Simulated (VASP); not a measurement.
# Tl (Im-3m) in VASP: further runs

Tl is run at these levels: r2SCAN+rVV10, RPBE, revPBE+D3(BJ); tasks: single point.

Everything below comes from runs of VASP 6.6.1. Logs are shortened: lines on timing, memory, paths and dates and some standing lists are left out, and cuts for length are marked.

### Step 1. The cell of the first run

Symmetry: Im-3m, No. 229, cubic system. Conventional cell: a = 3.912 Å, b = 3.912 Å, c = 3.912 Å, α = 90.00°, β = 90.00°, γ = 90.00°. Tl (site symmetry m-3m) has 14 Tl at 3.39 to 3.91 Å within 4.5 Å.

### Step 2. Single point, r2SCAN+rVV10

POSCAR

```
Tl
1.0
    3.9119903500      0.0000000000      0.0000000000
    0.0000000000      3.9119903500      0.0000000000
    0.0000000000      0.0000000000      3.9119903500
Tl
2
Direct
    0.0000000000      0.0000000000      0.0000000000
    0.5000000000      0.5000000000      0.5000000000
```

INCAR.step1

```
SYSTEM = Tl
PREC = Accurate
ENCUT = 550
ISMEAR = 0
SIGMA = 0.05
LREAL = .False.
LASPH = .True.
NELM = 120
NBANDS = 20
GGA = PE
ALGO = Normal
EDIFF = 1E-5
LWAVE = .True.
LCHARG = .False.
GGA_COMPAT = .False.
```

INCAR.step2

```
SYSTEM = Tl
PREC = Accurate
ENCUT = 550
EDIFF = 1E-6
ISMEAR = 0
SIGMA = 0.05
LREAL = .False.
LASPH = .True.
NELM = 120
ALGO = Normal
ISIF = 2
LWAVE = .False.
LCHARG = .True.
METAGGA = R2SCAN
LMIXTAU = .True.
LUSE_VDW = .True.
IVDW_NL = 2
BPARAM = 11.95
CPARAM = 0.0093
LELF = .True.
LVHAR = .True.
NBANDS = 20
ISTART = 1
GGA_COMPAT = .False.
```

KPOINTS

```
regular mesh
0
Gamma
  7 7 7
  0 0 0
```

Potentials or basis: VASP PAW PBE potentials, release 64 (Tl_d).

The run is started by

```console
$ cat potpaw_PBE.64/Tl_d/POTCAR > POTCAR
$ cp INCAR.step1 INCAR
$ mpirun -np 1 vasp_std > vasp.out
$ cp INCAR.step2 INCAR
$ mpirun -np 1 vasp_std > vasp.out
```

OUTCAR:

```text
SYSTEM = Tl
   PREC = Accurate
   ENCUT = 550
   EDIFF = 1E-6
   ISMEAR = 0
   LREAL = .False.
   LASPH = .True.
   NELM = 120
   ISIF = 2
   METAGGA = R2SCAN
   IVDW_NL = 2
   BPARAM = 11.95
   ISTART = 1

 ion  position               nearest neighbor table
   1  0.000  0.000  0.000-   2 3.39   2 3.39   2 3.39   2 3.39   2 3.39   2 3.39   2 3.39   2 3.39

   2  0.500  0.500  0.500-   1 3.39   1 3.39   1 3.39   1 3.39   1 3.39   1 3.39   1 3.39   1 3.39

  LATTYP: Found a simple cubic cell.
 ALAT       =     3.9119903500

  Lattice vectors:

 A1 = (   3.9119903500,   0.0000000000,   0.0000000000)
 A2 = (   0.0000000000,   3.9119903500,   0.0000000000)
 A3 = (   0.0000000000,   0.0000000000,   3.9119903500)

Analysis of symmetry for initial positions (statically):
=====================================================================
 Subroutine PRICEL returns following result:

  LATTYP: Found a body centered cubic cell.
 ALAT       =     3.9119903500

  Lattice vectors:

 A1 = (   1.9559951750,   1.9559951750,  -1.9559951750)
 A2 = (  -1.9559951750,   1.9559951750,   1.9559951750)
 A3 = (   1.9559951750,  -1.9559951750,   1.9559951750)

   2 primitive cells build up your supercell.

 Routine SETGRP: Setting up the symmetry group for a
 simple cubic supercell.

 Subroutine GETGRP returns: Found 48 space group operations
 (whereof 48 operations were pure point group operations)
 out of a pool of 48 trial point group operations.

The static configuration has the point symmetry O_h .

Analysis of symmetry for dynamics (positions and initial velocities):
=====================================================================
 Subroutine PRICEL returns following result:

  LATTYP: Found a body centered cubic cell.
 ALAT       =     3.9119903500

  Lattice vectors:

 A1 = (   1.9559951750,   1.9559951750,  -1.9559951750)
 A2 = (  -1.9559951750,   1.9559951750,   1.9559951750)
 A3 = (   1.9559951750,  -1.9559951750,   1.9559951750)

   2 primitive cells build up your supercell.

 Routine SETGRP: Setting up the symmetry group for a
 simple cubic supercell.

 Subroutine GETGRP returns: Found 48 space group operations
 (whereof 48 operations were pure point group operations)
 out of a pool of 48 trial point group operations.

The dynamic configuration has the point symmetry O_h .

[... 84 lines left out ...]
   ICHARG =      0    charge: 1-file 2-atom 10-const
   ISPIN  =      1    spin polarized calculation?
   LNONCOLLINEAR =      F non collinear calculations
   LSORBIT =      F    spin-orbit coupling
   LASPH  =      T    aspherical Exc in radial PAW
   ENCUT  =  550.0 eV  40.42 Ry    6.36 a.u.   7.48  7.48  7.48*2*pi/ulx,y,z
   NELM   =    120;   NELMIN=  2; NELMDL=  0     # of ELM steps
   EDIFF  = 0.1E-05   stopping-criterion for ELM
   LREAL  =      F    real-space projection
   EDIFFG = 0.1E-04   stopping-criterion for IOM
   NSW    =      0    number of steps for IOM
   IBRION =     -1    ionic relax: 0-MD 1-quasi-New 2-CG
   NFREE  =      0    steps in history (QN), initial steepest desc. (CG)
   ISIF   =      2    stress and relaxation
   ISYM   =      2    0-nonsym 1-usesym 2-fastsym
   POTIM  = 0.5000    time-step for ionic-motion
   TEBEG  =    0.0;   TEEND  =   0.0 temperature during run
   PSTRESS=    0.0 pullay stress
   NELECT =      26.0000    total number of electrons
   NUPDOWN=      -1.0000    fix difference up-down
   EMIN   =  10.00;   EMAX   =-10.00  energy-range for DOS
   EFERMI =   0.00;   METHOD = LEGACY
   ISMEAR =     0;   SIGMA  =   0.05  broadening in eV -4-tet -1-fermi 0-gaus
   EFERMI_NEDOS =   21; number of points for ismear=-14 and -15
   IALGO  =     38    algorithm
   IMIX   =      4    mixing-type and parameters
     AMIX     =   0.40;   BMIX     =  1.00
     AMIX_MAG =   1.60;   BMIX_MAG =  1.00
  volume/ion in A,a.u.               =      29.93       202.00
  Fermi-wavevector in a.u.,A,eV,Ry     =   1.239752  2.342792 20.911953  1.536985
  Thomas-Fermi vector in A             =   2.374222
   LORBIT       =      0    0 simple, 1 ext, 2 COOP (PROOUT), +10 PAW based schemes
   METAGGA = R2SCAN    functional components
   LHFCALC =     F    Hartree Fock is set to
   AEXX    =    0.0000 exact exchange contribution
   IVDW_NL    =     2    kernel type
   BPARAM     =11.9500
   IVDW    =     0    specifies the selected vdW correction
   LEPSILON=     F    determine dielectric tensor
   LRPA    =     F    only Hartree local field effects (RPA)
 non-spin polarized calculation
 Gauss-broadening in eV      SIGMA  =   0.05
  energy-cutoff  :      550.00
  volume of cell :       59.87
 maximum number of plane-waves:      1775
 NGX is ok and might be reduce to    30

 number of electron      25.9999989 magnetization

 Free energy of the ion-electron system (eV)
  ---------------------------------------------------
  ext. energy  EPLUGINS =         0.00000000
  ---------------------------------------------------
  free energy    TOTEN  =      -105.56439491 eV

  energy without entropy =     -105.56119466  energy(sigma->0) =     -105.56279479

 E-fermi :   6.2243     XC(G=0): -10.6172

 val. band max:        6.1916307621   @ k =   0.2857   0.1429   0.0000
 cond. band min:       6.2418720079   @ k =   0.4286   0.2857   0.2857
 fundamental gap:      0.0502412458
 Fermi energy:         6.2242930820

 k-point     1 :       0.0000    0.0000    0.0000
  band No.  band energies     occupation
      1      -6.2956      2.00000
      2      -6.2956      2.00000
      3      -6.1175      2.00000
      4      -6.1175      2.00000
      5      -6.1175      2.00000
      6      -5.7143      2.00000
[... 449 lines left out ...]
     19      23.4529      0.00000
     20      23.4529      0.00000

------------------------ aborting loop because EDIFF is reached ----------------------------------------

  FORCE on cell =-STRESS in cart. coord.  units (eV):
  Direction    XX          YY          ZZ          XY          YZ          ZX
  --------------------------------------------------------------------------------------
  -------------------------------------------------------------------------------------
  Total       -0.4042695     -0.4042695     -0.4042695      0.0000000     -0.0000000      0.0000000
  in kB      -10.8190278    -10.8190278    -10.8190278      0.0000000     -0.0000000      0.0000000
  external PRESSURE =     -10.8190278 kB  Pullay stress =       0.0000000 kB

 VOLUME and BASIS-vectors are now :
 -----------------------------------------------------------------------------
  energy-cutoff  :      550.00
  volume of cell :       59.87
      direct lattice vectors                 reciprocal lattice vectors
     3.911990350  0.000000000  0.000000000     0.255624352  0.000000000  0.000000000
     0.000000000  3.911990350  0.000000000     0.000000000  0.255624352  0.000000000
     0.000000000  0.000000000  3.911990350     0.000000000  0.000000000  0.255624352

 POSITION                                       TOTAL-FORCE (eV/Angst)
 -----------------------------------------------------------------------------------
      0.00000      0.00000      0.00000        -0.000000      0.000000     -0.000000
      1.95600      1.95600      1.95600         0.000000     -0.000000      0.000000
 -----------------------------------------------------------------------------------
    total drift:                                0.000000      0.000000      0.000000

  FREE ENERGIE OF THE ION-ELECTRON SYSTEM (eV)
  ---------------------------------------------------
  free  energy   TOTEN  =      -105.5643949110 eV

  energy  without entropy=     -105.5611946607  energy(sigma->0) =     -105.56279479
```

OSZICAR.step1:

```text
N       E                     dE             d eps       ncg     rms          rms(c)
DAV:   1     0.130766455729E+03    0.13077E+03   -0.14253E+04   808   0.125E+03
DAV:   2    -0.211323482531E+01   -0.13288E+03   -0.13070E+03   880   0.279E+02
DAV:   3    -0.441269321591E+01   -0.22995E+01   -0.22417E+01   920   0.324E+01
DAV:   4    -0.442827863832E+01   -0.15585E-01   -0.15579E-01   868   0.288E+00
DAV:   5    -0.442851135404E+01   -0.23272E-03   -0.23271E-03   916   0.360E-01    0.282E+00
DAV:   6    -0.438648111320E+01    0.42030E-01   -0.71415E-02   856   0.205E+00    0.201E+00
DAV:   7    -0.437935976361E+01    0.71213E-02   -0.27712E-02   852   0.127E+00    0.776E-01
DAV:   8    -0.437898159936E+01    0.37816E-03   -0.16315E-03   860   0.303E-01    0.440E-02
DAV:   9    -0.437898810817E+01   -0.65088E-05   -0.13745E-05   728   0.314E-02
   1 F= -.43789881E+01 E0= -.43774832E+01  d E =-.300984E-02
```

Wall time 3.5 min (1 thread of AMD EPYC 7R13, shared host); peak memory 0.26 GiB.

What came out:

```yaml
Free_energy: -105.5644 eV
Pressure: -1.1 GPa
Band_gap_on_the_k_mesh: zero (band 13 reaches 9.09 eV, above the bottom of band 14 at 4.38 eV)
```

Caveat: the PAW data sets were made with another functional, which shifts forces and pressure a little; spin-orbit coupling is left out, which moves the levels of the heavy elements.

### Step 3. Single point, RPBE

This run uses another cell than the first one: it holds 1 atom, not 2.

INCAR

```
PREC = Accurate ; ENCUT = 500
EDIFF = 1E-6 ; ISMEAR = 1
SIGMA = 0.05 ; LREAL = F
LASPH = T ; NELM = 120
ALGO = Normal ; ISIF = 2
LWAVE = F ; LCHARG = T
GGA = RP ; LELF = T
LVHAR = T ; NBANDS = 12
GGA_COMPAT = F
```

KPOINTS

```
regular mesh
0
Gamma
  10 10 10
```

POSCAR

```
Tl
1.0
   -1.9559951735      1.9559951735      1.9559951735
    1.9559951735     -1.9559951735      1.9559951735
    1.9559951735      1.9559951735     -1.9559951735
Tl
1
Direct
    0.0000000000      0.0000000000      0.0000000000
```

Potentials or basis: VASP PAW PBE potentials, release 64 (Tl_d).

The run is started by

```console
$ cat potpaw_PBE.64/Tl_d/POTCAR > POTCAR
$ mpirun -np 1 vasp_std > vasp.out
```

Run time: 25 s. Hardware: 1 thread of Intel Xeon 8259CL, shared host; peak memory 0.16 GiB.

Results (log left out):

```
Free energy : -1.8065 eV
Pressure    : 3.1 GPa
```

Levels at points of the mesh, in eV from the Fermi level:
```
           k point  band 4  band 5  band 6  band 7  band 8  band 9
(0.00, 0.00, 0.00)  -11.21  -11.21   -9.64   10.47   10.47   10.47
(0.50, 0.00, 0.00)  -11.21  -10.96   -4.95   -2.46    5.75    7.11
(0.50, 0.50, 0.50)  -11.02  -11.02   -1.74    1.55    1.55    1.55
```

Caveat: the PAW data sets were made with another functional, which shifts forces and pressure a little; spin-orbit coupling is left out, which moves the levels of the heavy elements.

### Step 4. Single point, RPBE

This run uses another cell than the first one: it holds 1 atom, not 2.

INCAR

```
SYSTEM = Tl
PREC = Accurate ; ENCUT = 500
EDIFF = 1E-6 ; ISMEAR = 1
SIGMA = 0.05 ; LREAL = .FALSE.
LASPH = .TRUE. ; NELM = 120
ALGO = Normal ; ISIF = 2
LWAVE = .FALSE. ; LCHARG = .TRUE.
GGA = RP ; LELF = .TRUE.
LVHAR = .TRUE. ; NBANDS = 12
GGA_COMPAT = .FALSE.
```

KPOINTS

```
regular mesh
0
G
  10 10 10
  0 0 0
```

POSCAR is that of step 3.

The run is started by

```console
$ cat potpaw_PBE.64/Tl_d/POTCAR > POTCAR
$ mpirun -np 1 vasp_std > vasp.out
```

Run time: 27 s. Hardware: 1 thread of Intel Xeon 8259CL, shared host; peak memory 0.16 GiB.

It converged, with:

```yaml
Free_energy: -1.8065 eV
Pressure: 3.1 GPa
```

Levels at points of the mesh, in eV from the Fermi level:
```
           k point  band 4  band 5  band 6  band 7  band 8  band 9
(0.00, 0.00, 0.00)  -11.21  -11.21   -9.64   10.47   10.47   10.47
(0.50, 0.00, 0.00)  -11.21  -10.96   -4.95   -2.46    5.75    7.11
(0.50, 0.50, 0.50)  -11.02  -11.02   -1.74    1.55    1.55    1.55
```

Caveat: the PAW data sets were made with another functional, which shifts forces and pressure a little; spin-orbit coupling is left out, which moves the levels of the heavy elements.

### Step 5. Single point, revPBE+D3(BJ)

This run uses another cell than the first one: it holds 1 atom, not 2.

INCAR

```
SYSTEM = Tl
  PREC = Accurate
  ENCUT = 500
  EDIFF = 1E-6
  ISMEAR = 1
  SIGMA = 0.1
  LREAL = .FALSE.
  LASPH = .TRUE.
  NELM = 120
  ALGO = Normal
  ISIF = 2
  LWAVE = .FALSE.
  LCHARG = .TRUE.
  GGA = RE
  IVDW = 12
  LELF = .TRUE.
  LVHAR = .TRUE.
  NBANDS = 12
  GGA_COMPAT = .FALSE.
```

KPOINTS

```
Automatic mesh
0
G
  10 10 10
  0 0 0
```

POSCAR is that of step 4.

The run is started by

```console
$ cat potpaw_PBE.64/Tl_d/POTCAR > POTCAR
$ mpirun -np 1 vasp_std > vasp.out
```

It took 33 s on 1 thread of Intel Xeon 8259CL, shared host; peak memory 0.17 GiB.

The run converged. Its results:

```yaml
Free_energy: -2.4584 eV
Pressure: -0.6 GPa
Dispersion_energy_per_atom: -0.576 eV
```

Levels at points of the mesh, in eV from the Fermi level:
```csv
k point,band 3,band 4,band 5,band 6,band 7,band 8,band 9,band 10
"(0.00, 0.00, 0.00)",-11.59,-11.21,-11.21,-9.66,10.45,10.45,10.45,12.29
"(0.50, 0.00, 0.00)",-11.23,-11.21,-10.95,-4.97,-2.47,5.73,7.09,9.82
"(0.50, 0.50, 0.50)",-11.01,-11.01,-11.01,-1.76,1.53,1.53,1.53,6.43
```

Caveat: the PAW data sets were made with another functional, which shifts forces and pressure a little; spin-orbit coupling is left out, which moves the levels of the heavy elements; pairwise dispersion overbinds metals, which lowers pressure and volume.

### Step 6. Overview

```csv
level,cell,k mesh,cutoff (eV),smearing,gap on the mesh (eV),pressure (GPa)
r2SCAN+rVV10,"a = 3.912 Å, 2 atoms",7 × 7 × 7,550,gaussian 0.05 eV,none,-1.1
RPBE,"a = 3.388 Å, angles 109.5°, 1 atom",10 × 10 × 10,500,methfessel-paxton 0.05 eV,none,3.1
revPBE+D3(BJ),"a = 3.388 Å, angles 109.5°, 1 atom",10 × 10 × 10,500,methfessel-paxton 0.1 eV,none,-0.6
```

Alike in all rows: task single point; potentials or basis VASP PAW PBE potentials, release 64 (Tl_d); no spin polarisation.

Caveats: the PAW data sets were made with another functional, which shifts forces and pressure a little; spin-orbit coupling is left out, which moves the levels of the heavy elements; pairwise dispersion overbinds metals, which lowers pressure and volume (some runs).

Absolute energies hang on the potentials; compare differences alone.
